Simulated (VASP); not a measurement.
# Ta (P6_3/mmc) in VASP: further runs, part 2 of 2

VASP 6.6.1. The steps go on from the part before.

## 3. Relaxation of cell and atoms, r2SCAN

This run uses another cell than the first one, of 17.97 Å³/atom, 0.956 times its volume.

Input file POSCAR:

```
Ta
1.0
    2.9400000000      0.0000000000      0.0000000000
   -1.4700000000      2.5461146871      0.0000000000
    0.0000000000      0.0000000000      4.8010200000
Ta
2
Direct
    0.3333333333      0.6666666667      0.2500000000
    0.6666666667      0.3333333333      0.7500000000
```

Input file INCAR.step1:

```
ALGO     = Normal         # electronic algorithm
EDIFF    = 1E-4           # SCF threshold, eV
ENCUT    = 600            # plane-wave cutoff, eV
GGA      = PE             # functional
ISMEAR   = -1             # smearing method
LASPH    = True           # aspherical terms in the spheres
LCHARG   = False          # write CHGCAR
LREAL    = False          # projectors in reciprocal space
LWAVE    = True           # write WAVECAR
NELM     = 100            # most SCF steps
PREC     = Accurate       # precision mode
SIGMA    = 0.1            # smearing width, eV
```

Input file INCAR.step2:

```
ALGO     = Normal         # electronic algorithm
EDIFF    = 1E-6           # SCF threshold, eV
EDIFFG   = -0.03          # ionic threshold
ENCUT    = 600            # plane-wave cutoff, eV
IBRION   = 2              # ionic algorithm
ISIF     = 3              # what is computed and relaxed
ISMEAR   = -1             # smearing method
ISTART   = 1            
LASPH    = True           # aspherical terms in the spheres
LCHARG   = False          # write CHGCAR
LMIXTAU  = True         
LREAL    = False          # projectors in reciprocal space
LWAVE    = False          # write WAVECAR
METAGGA  = R2SCAN         # meta-GGA
NELM     = 100            # most SCF steps
NSW      = 80             # ionic steps
PREC     = Accurate       # precision mode
SIGMA    = 0.1            # smearing width, eV
```

Input file KPOINTS:

```
k-points
0
Gamma
  9 9 5
```

Potentials or basis: VASP PAW PBE potentials, release 64 (Ta_pv).

Command:

```console
$ cat potpaw_PBE.64/Ta_pv/POTCAR > POTCAR
$ cp INCAR.step1 INCAR
$ mpirun -np 1 vasp_std > vasp.out
$ cp INCAR.step2 INCAR
$ mpirun -np 1 vasp_std > vasp.out
```

OUTCAR:

```text
EDIFF = 1E-6
   EDIFFG = -0.03
   ENCUT = 600
   IBRION = 2
   ISIF = 3
   ISMEAR = -1
   ISTART = 1
   LASPH = True
   LREAL = False
   METAGGA = R2SCAN
   NELM = 100
   NSW = 80
   PREC = Accurate

 ion  position               nearest neighbor table
   1  0.333  0.667  0.250-   2 2.94   2 2.94   2 2.94   2 2.94   2 2.94   2 2.94
   2  0.667  0.333  0.750-   1 2.94   1 2.94   1 2.94   1 2.94   1 2.94   1 2.94

  LATTYP: Found a hexagonal cell.
 ALAT       =     2.9400000000
 C/A-ratio  =     1.6330000000

  Lattice vectors:

 A1 = (   2.9400000000,   0.0000000000,   0.0000000000)
 A2 = (  -1.4700000000,   2.5461146871,   0.0000000000)
 A3 = (   0.0000000000,   0.0000000000,   4.8010200000)

Analysis of symmetry for initial positions (statically):
=====================================================================
 Subroutine PRICEL returns:
 Original cell was already a primitive cell.

 Routine SETGRP: Setting up the symmetry group for a
 hexagonal supercell.

 Subroutine GETGRP returns: Found 24 space group operations
 (whereof 12 operations were pure point group operations)
 out of a pool of 24 trial point group operations.

The static configuration has the point symmetry D_3d.
 The point group associated with its full space group is D_6h.

Analysis of symmetry for dynamics (positions and initial velocities):
[... 379 lines left out ...]
 Free energy of the ion-electron system (eV)
  ---------------------------------------------------
  ext. energy  EPLUGINS =         0.00000000
  ---------------------------------------------------
  free energy    TOTEN  =       -96.58998292 eV

  energy without entropy =      -96.50151854  energy(sigma->0) =      -96.54575073

 E-fermi :   5.5505     XC(G=0): -13.5740

 val. band max:        5.5274075672   @ k =   0.2222   0.2222   0.0000
 cond. band min:       5.5567232349   @ k =   0.4444   0.1111   0.2000
 fundamental gap:      0.0293156677
 Fermi energy:         5.5505270539

 k-point     1 :       0.0000    0.0000    0.0000
  band No.  band energies     occupation
      1     -30.2274      2.00000
      2     -29.3412      2.00000
      3     -29.2171      2.00000
      4     -29.2171      2.00000
      5     -29.1309      2.00000
      6     -29.1309      2.00000
      7      -3.1168      2.00000
      8       0.3399      2.00000
      9       4.9108      1.99667
     10       5.1981      1.94274
     11       6.2497      0.00184
     12       6.2497      0.00184
     13       6.8352      0.00001
     14       6.8352      0.00001
[... 401 lines left out ...]
      2     -30.0059      2.00000
      3     -30.0059      2.00000
      4     -29.8684      2.00000
      5     -29.5522      2.00000
      6     -29.5522      2.00000
      7       2.7787      2.00000
      8       3.3217      2.00000
      9       3.3217      2.00000
     10       3.7321      2.00000
     11       4.9318      1.99590
     12       4.9318      1.99590
     13       6.6889      0.00002
     14       9.0461      0.00000
     15      10.2889      0.00000

 [... further k-points ...]

------------------------ aborting loop because EDIFF is reached ----------------------------------------

  FORCE on cell =-STRESS in cart. coord.  units (eV):
  Direction    XX          YY          ZZ          XY          YZ          ZX
  --------------------------------------------------------------------------------------
  -------------------------------------------------------------------------------------
  Total       -0.0095341     -0.0095341      0.0128345     -0.0000000      0.0000000      0.0000000
  in kB       -0.4112837     -0.4112837      0.5536579     -0.0000000      0.0000000      0.0000000
  external PRESSURE =      -0.0896365 kB  Pullay stress =       0.0000000 kB
[... 17 lines left out ...]
  FREE ENERGIE OF THE ION-ELECTRON SYSTEM (eV)
  ---------------------------------------------------
  free  energy   TOTEN  =       -96.5899829165 eV

  energy  without entropy=      -96.5015185423  energy(sigma->0) =      -96.54575073

 reached required accuracy - stopping structural energy minimisation
```

OUTCAR.step1:

```text
EDIFF = 1E-4
   ENCUT = 600
   GGA = PE
   ISMEAR = -1
   LASPH = True
[... 656 lines left out ...]
     -0.00000      1.69741      1.20026         0.000000      0.000000      0.000000
      1.47000      0.84870      3.60076        -0.000000      0.000000      0.000000
 -----------------------------------------------------------------------------------
    total drift:                                0.000000     -0.000000      0.000000

  FREE ENERGIE OF THE ION-ELECTRON SYSTEM (eV)
  ---------------------------------------------------
  free  energy   TOTEN  =       -22.9711592890 eV

  energy  without entropy=      -22.8742009810  energy(sigma->0) =      -22.92268014
```

OSZICAR.step1:

```text
N       E                     dE             d eps       ncg     rms          rms(c)
DAV:   1     0.171884990791E+03    0.17188E+03   -0.14053E+04  1080   0.169E+03
DAV:   2    -0.201207879241E+02   -0.19201E+03   -0.19068E+03  1325   0.420E+02
DAV:   3    -0.238516954352E+02   -0.37309E+01   -0.36552E+01  1437   0.536E+01
DAV:   4    -0.238788342548E+02   -0.27139E-01   -0.27082E-01  1220   0.492E+00
DAV:   5    -0.238792289836E+02   -0.39473E-03   -0.39466E-03  1526   0.447E-01    0.186E+01
DAV:   6    -0.231951182999E+02    0.68411E+00   -0.75139E-01  1220   0.902E+00    0.918E+00
DAV:   7    -0.229739149424E+02    0.22120E+00   -0.69930E-01  1290   0.819E+00    0.466E-01
DAV:   8    -0.229711863133E+02    0.27286E-02   -0.12389E-02  1311   0.114E+00    0.157E-01
DAV:   9    -0.229711592890E+02    0.27024E-04   -0.30873E-04  1399   0.180E-01
   1 F= -.22971159E+02 E0= -.22922680E+02  d E =-.969583E-01
```

Wall time 5.4 min (1 thread of Intel Xeon Platinum 8559C (Emerald Rapids), shared host); peak memory 0.18 GiB.

What came out:

```
Free energy                            : -96.5900 eV
Relaxed volume                         : 18.57 Å³/atom
Relaxed cell                           : a = 2.884 Å, b = 2.884 Å, c = 5.156 Å, α = 90.00°, β = 90.00°, γ = 120.00°
Space group after relaxing (to 0.05 Å) : P6_3/mmc (No. 194)
Energy gained by relaxing              : 61.0 meV/atom
Ionic steps                            : 7
Pressure after relaxing                : 0.0 GPa
Band gap on the k mesh                 : zero (band 11 reaches 6.42 eV, above the bottom of band 12 at 4.84 eV)
```

Step by step:
```csv
step,energy change (eV),largest force (eV/Å),pressure (GPa),volume (Å³)
1,0.0000,0.0000,7.10,35.94
2,0.0263,0.0000,-13.44,40.19
3,-0.0654,0.0000,-3.49,37.84
4,-0.1205,0.0000,-1.16,37.37
5,-0.1208,0.0000,-1.35,37.40
6,-0.1182,0.0000,2.45,36.68
7,-0.1219,0.0000,-0.01,37.14
```

Final structure:
```
Ta
1.0
     2.88412    0.00000    0.00000
    -1.44206    2.49772    0.00000
     0.00000    0.00000    5.15574
Ta
2
Direct
  0.33333 0.66667 0.25000
  0.66667 0.33333 0.75000
```

Caveat: the PAW data sets were made with another functional, which shifts forces and pressure a little; spin-orbit coupling is left out, which moves the levels of the heavy elements.
